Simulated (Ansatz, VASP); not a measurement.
## KI in VASP and in Ansatz

```
I K
1.0
     0.00000    3.53277    3.53277
     3.53277    0.00000    3.53277
     3.53277    3.53277    0.00000
I K
1 1
Direct
  0.50000 0.50000 0.50000
  0.00000 0.00000 0.00000
```

Alike in both runs: task relaxation of cell and atoms; functional PBEsol; k mesh 7 × 7 × 7; occupations fermi-dirac, width 0.05 eV; no spin polarisation.

|  | VASP | Ansatz |
| --- | --- | --- |
| version | VASP 6.6.1 | Ansatz 0.2.0 |
| potentials or method | VASP PAW PBE potentials, release 64 (I, K_sv) | Ansatz PAW |
| plane-wave cutoff (eV) | 600 | 420 |
| valence electrons in the cell | 16 | 26 |

VASP gave:

```
gap on the k mesh at the Fermi level, each at its own relaxed structure (eV)  : 3.86
relaxed volume (Å³/atom)                                                      : 43.17
relaxed length of the cell vector where the two differ most in proportion (Å) : 4.961
```

**Question.** Estimate Ansatz's values.

**Answer.** gap on the k mesh at the Fermi level, each at its own relaxed structure (eV): 3.87; relaxed volume (Å³/atom): 42.97; relaxed length of the cell vector where the two differ most in proportion (Å): 4.953.

VASP's potentials were made for PBE, not for PBEsol. VASP's potentials hold 16 valence electrons a cell and Ansatz's 26, so a difference there can come from the potentials and not from the codes.

Spin-orbit coupling is off throughout. Noted on Ansatz's run: odd divisions of the mesh miss points on the zone boundary, where band edges often lie, so the gap on the mesh can be too wide; the plane-wave basis is chosen anew once the cell has moved, so the energies of steps on either side of that aren't comparable.
